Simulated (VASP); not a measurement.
Set up this calculation in VASP 6.6.1, as the native input.

| Quantity | Value |
| --- | --- |
| Task | single point |
| Functional | r2SCAN |
| Potentials or basis | VASP PAW PBE potentials, release 64 (K_sv, Br) |
| Cutoff | 520 eV |
| k mesh | 6 × 6 × 6 |
| Occupations | gaussian, width 0.05 eV |
| Spin | no spin polarisation |
| Dipole correction | no |
| Further INCAR settings | ALGO = Normal; EDIFF = 1e-07; NBANDS = 15 |

Crystal: KBr.

```
K Br
1.0
     0.00000    3.12787    3.45713
     3.12787    0.00000    3.45713
     3.12787    3.12787    0.00000
K Br
1 1
Cartesian
  0.0000 0.0000 0.0000
  3.1279 3.1279 3.4571
```

This cell differs from its parent crystal: strain -0.050 along x and y, +0.050 along z.

One way to write it, as run:

POSCAR

```
KBr
1.0
    0.0000000000      3.1278750000      3.4571250000
    3.1278750000      0.0000000000      3.4571250000
    3.1278750000      3.1278750000      0.0000000000
K Br
1 1
Direct
    0.0000000000      0.0000000000      0.0000000000
    0.5000000000      0.5000000000      0.5000000000
```

INCAR.step1

```
ALGO = Normal ; EDIFF = 1E-4
ENCUT = 520 ; GGA = PE
ISMEAR = 0 ; LASPH = T
LCHARG = F ; LREAL = F
LWAVE = T ; NBANDS = 15
NELM = 60 ; PREC = Accurate
SIGMA = 0.05
```

INCAR.step2

```
ALGO = Normal ; EDIFF = 1E-7
ENCUT = 520 ; ISIF = 2
ISMEAR = 0 ; ISTART = 1
LASPH = T ; LCHARG = T
LELF = T ; LMIXTAU = T
LREAL = F ; LVHAR = T
LWAVE = F ; METAGGA = R2SCAN
NBANDS = 15 ; NELM = 60
PREC = Accurate ; SIGMA = 0.05
```

KPOINTS

```
k-points
0
Gamma
  6 6 6
```

Potentials or basis: VASP PAW PBE potentials, release 64 (K_sv, Br).

Run with:

```console
$ cat potpaw_PBE.64/K_sv/POTCAR potpaw_PBE.64/Br/POTCAR > POTCAR
$ cp INCAR.step1 INCAR
$ mpirun -np 1 vasp_std > vasp.out
$ cp INCAR.step2 INCAR
$ mpirun -np 1 vasp_std > vasp.out
```

Results of the run:

| Property | Result |
| --- | --- |
| Pressure | 1.8 GPa |
| Band gap on the k mesh | 5.18 eV, direct |

Caveat: the cell differs from its parent crystal (strain -0.050 along x and y, +0.050 along z); the PAW data sets were made with another functional, which shifts forces and pressure a little.

It took 75 s on 1 thread of Intel(R) Xeon(R) 6975P-C (Granite Rapids) (shared host), peak memory 0.22 GiB.
